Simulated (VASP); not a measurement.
# Ag in VASP: single point with PBE

Aim: the single point of Ag with PBE.

Program: VASP 6.6.1. These are calculated values, not measurements. Logs are shortened: lines on timing, memory, paths and dates and some standing lists are left out, and cuts for length are marked.

## (1) The cell of the first run

The cell holds a disordered packing, 9 atoms: a = 5.082 Å, b = 5.062 Å, c = 6.538 Å, α = 75.76°, β = 97.42°, γ = 98.42°.

## (2) Single point, PBE

The input, INCAR:

```
ALGO = Normal
EDIFF = 1E-6
ENCUT = 520
GGA = PE
ISIF = 2
ISMEAR = 0
ISYM = 0
LASPH = T
LCHARG = F
LREAL = F
LWAVE = F
NBANDS = 60
NELM = 100
PREC = Accurate
SIGMA = 0.1
```

The input, KPOINTS:

```
k-points
0
Gamma
  4 4 4
```

The input, POSCAR:

```
Ag
1.0
    5.0603971256     -0.3472378335     -0.3144243107
   -0.3585538105      5.0021237230      0.6881455494
   -0.3965859960      0.7065986546      6.4880787177
Ag
9
Direct
    0.8809069593      0.8800914591      0.6342653550
    0.5475735464      0.5467512629      0.9676170618
    0.2142390429      0.2134352634      0.3009458880
    0.4364507006      0.1023206081      0.7453778166
    0.9920100386      0.3245201338      0.8565105376
    0.7697980135      0.4356220185      0.4120685572
    0.3253541715      0.6578788712      0.5231727970
    0.1031343167      0.7689800485      0.0787158023
    0.6586802617      0.9912081918      0.1898153418
```

Potentials or basis: VASP PAW PBE potentials, release 64 (Ag).

Started as:

```sh
> cat potpaw_PBE.64/Ag/POTCAR > POTCAR
> mpirun -np 1 vasp_std > vasp.out
```

OUTCAR:

```text
EDIFF = 1E-6
   ENCUT = 520
   GGA = PE
   ISIF = 2
   ISMEAR = 0
   ISYM = 0
   LASPH = T
   LREAL = F
   NELM = 100
   PREC = Accurate

 ion  position               nearest neighbor table
   1  0.881  0.880  0.634-   7 2.91   4 2.91   6 2.92   5 2.92   9 2.93   8 2.93   6 2.93   5 2.93
                             7 2.95   4 2.95   3 2.96   2 2.96
   2  0.548  0.547  0.968-   8 2.91   5 2.91   9 2.92   4 2.92   7 2.93   6 2.93   9 2.93   4 2.93
                             8 2.95   5 2.95   3 2.96   1 2.96
   3  0.214  0.213  0.301-   6 2.91   9 2.91   7 2.92   8 2.92   4 2.93   5 2.93   8 2.93   7 2.93
                             6 2.95   9 2.95   1 2.96   2 2.96
   4  0.436  0.102  0.745-   5 2.91   1 2.91   7 2.92   2 2.92   3 2.93   9 2.93   7 2.93   2 2.93
                             1 2.95   5 2.95   6 2.96   8 2.96
   5  0.992  0.325  0.857-   2 2.91   4 2.91   8 2.92   1 2.92   3 2.93   6 2.93   8 2.93   1 2.93
                             4 2.95   2 2.95   9 2.96   7 2.96
   6  0.770  0.436  0.412-   3 2.91   7 2.91   1 2.92   9 2.92   5 2.93   2 2.93   1 2.93   9 2.93
                             3 2.95   7 2.95   4 2.96   8 2.96
   7  0.325  0.658  0.523-   1 2.91   6 2.91   4 2.92   3 2.92   2 2.93   8 2.93   4 2.93   3 2.93
                             1 2.95   6 2.95   9 2.96   5 2.96
   8  0.103  0.769  0.079-   2 2.91   9 2.91   5 2.92   3 2.92   1 2.93   7 2.93   5 2.93   3 2.93
                             9 2.95   2 2.95   4 2.96   6 2.96
   9  0.659  0.991  0.190-   8 2.91   3 2.91   2 2.92   6 2.92   4 2.93   1 2.93   2 2.93   6 2.93
                             8 2.95   3 2.95   5 2.96   7 2.96

IMPORTANT INFORMATION: All symmetrisations will be switched off!
NOSYMM: (Re-)initialisation of all symmetry stuff for point group C_1.

----------------------------------------------------------------------------------------

                                     Primitive cell

  volume of cell :     160.5133

  direct lattice vectors                    reciprocal lattice vectors
     5.060397126 -0.347237833 -0.314424311     0.199160616  0.012792811  0.010780530
    -0.358553811  5.002123723  0.688145549     0.012651503  0.203768513 -0.021418536
    -0.396585996  0.706598655  6.488078718     0.008309835 -0.020992351  0.156922993

  length of vectors
     5.082032647  5.061950896  6.538480524     0.199862019  0.205281322  0.158538821

  position of ions in fractional coordinates (direct lattice)
     0.880906959  0.880091459  0.634265355
     0.547573546  0.546751263  0.967617062
     0.214239043  0.213435263  0.300945888
     0.436450701  0.102320608  0.745377817
     0.992010039  0.324520134  0.856510538
[... 98 lines left out ...]
   PSTRESS=    0.0 pullay stress
   NELECT =      99.0000    total number of electrons
   NUPDOWN=      -1.0000    fix difference up-down
   EMIN   =  10.00;   EMAX   =-10.00  energy-range for DOS
   EFERMI =   0.00;   METHOD = LEGACY
   ISMEAR =     0;   SIGMA  =   0.10  broadening in eV -4-tet -1-fermi 0-gaus
   EFERMI_NEDOS =   21; number of points for ismear=-14 and -15
   IALGO  =     38    algorithm
   IMIX   =      4    mixing-type and parameters
     AMIX     =   0.40;   BMIX     =  1.00
     AMIX_MAG =   1.60;   BMIX_MAG =  1.00
  volume/ion in A,a.u.               =      17.83       120.36
  Fermi-wavevector in a.u.,A,eV,Ry     =   1.393530  2.633389 26.421492  1.941925
  Thomas-Fermi vector in A             =   2.517167
   LORBIT       =      0    0 simple, 1 ext, 2 COOP (PROOUT), +10 PAW based schemes
   GGA     = PE    functional components
   LHFCALC =     F    Hartree Fock is set to
   AEXX    =    0.0000 exact exchange contribution
   IVDW    =     0    specifies the selected vdW correction
   LEPSILON=     F    determine dielectric tensor
   LRPA    =     F    only Hartree local field effects (RPA)
 non-spin polarized calculation
 Gauss-broadening in eV      SIGMA  =   0.10
  energy-cutoff  :      520.00
  volume of cell :      160.51
 maximum number of plane-waves:      4353
 NGX is ok and might be reduce to    40
   NGX = 19   NGY = 19   NGZ = 25

 number of electron      99.0000003 magnetization

 Free energy of the ion-electron system (eV)
  ---------------------------------------------------
  ext. energy  EPLUGINS =         0.00000000
  ---------------------------------------------------
  free energy    TOTEN  =       -24.59524419 eV

  energy without entropy =      -24.58561351  energy(sigma->0) =      -24.59042885

 E-fermi :   7.9478     XC(G=0): -11.9427

 val. band max:        7.9402133235   @ k =  -0.2500   0.2500  -0.0000
 cond. band min:       7.9681331885   @ k =   0.0000   0.0000   0.2500
 fundamental gap:      0.0279198649
 Fermi energy:         7.9478409142

 k-point     1 :       0.0000    0.0000    0.0000
  band No.  band energies     occupation
      1       0.3776      2.00000
      2       2.2145      2.00000
      3       2.2146      2.00000
      4       2.2555      2.00000
      5       2.2556      2.00000
      6       2.3294      2.00000
[... 1501 lines left out ...]
     59      13.8206      0.00000
     60      13.9104      0.00000

 [... further k-points ...]

------------------------ aborting loop because EDIFF is reached ----------------------------------------

  FORCE on cell =-STRESS in cart. coord.  units (eV):
  Direction    XX          YY          ZZ          XY          YZ          ZX
  --------------------------------------------------------------------------------------
  -------------------------------------------------------------------------------------
  Total       -0.1567295     -0.3810954      0.0500305     -0.0263431      0.0291037     -0.0510487
  in kB       -1.5644093     -3.8039364      0.4993835     -0.2629455      0.2905015     -0.5095474
  external PRESSURE =      -1.6229874 kB  Pullay stress =       0.0000000 kB

 VOLUME and BASIS-vectors are now :
 -----------------------------------------------------------------------------
  energy-cutoff  :      520.00
  volume of cell :      160.51
      direct lattice vectors                 reciprocal lattice vectors
     5.060397126 -0.347237833 -0.314424311     0.199160616  0.012792811  0.010780530
    -0.358553811  5.002123723  0.688145549     0.012651503  0.203768513 -0.021418536
    -0.396585996  0.706598655  6.488078718     0.008309835 -0.020992351  0.156922993

 POSITION                                       TOTAL-FORCE (eV/Angst)
 -----------------------------------------------------------------------------------
      3.89064      4.54461      4.44382        -0.000142     -0.000251      0.000286
      2.19116      3.22850      6.48205        -0.000049      0.000274     -0.000269
      0.88826      1.20589      2.03207         0.000076     -0.000250     -0.000086
      1.87632      0.88695      4.76925         0.000115     -0.000167      0.000204
      4.56393      1.88404      5.46851         0.000148      0.000279     -0.000356
      3.57587      2.20290      2.73126        -0.000069      0.000597     -0.000149
      1.20305      3.54749      3.74480         0.000032     -0.000095     -0.000129
      0.21496      3.86634      1.00746        -0.000072     -0.000013      0.000121
      2.90250      4.86355      1.70653        -0.000040     -0.000375      0.000378
 -----------------------------------------------------------------------------------
    total drift:                                0.000050     -0.000009     -0.000040

  FREE ENERGIE OF THE ION-ELECTRON SYSTEM (eV)
  ---------------------------------------------------
  free  energy   TOTEN  =       -24.5952441856 eV

  energy  without entropy=      -24.5856135062  energy(sigma->0) =      -24.59042885
```

stdout:

```text
POSCAR found type information on POSCAR Ag
 POSCAR found :  1 types and       9 ions
 scaLAPACK will be used
 LDA part: xc-table for (Slater+PW92), standard interpolation
 POSCAR, INCAR and KPOINTS ok, starting setup
 FFT: planning ... GRIDC
 FFT: planning ... GRID_SOFT
 FFT: planning ... GRID
 WAVECAR not read
 entering main loop
```

Run time: 4.4 min. Hardware: 1 thread of AMD EPYC 7R13 (Zen 3), shared host; peak memory 0.36 GiB.

Results:

- Free energy: -24.5952 eV
- Pressure: -0.2 GPa
- Band gap on the k mesh: zero (an odd number of electrons rules out a gap without spin polarisation)
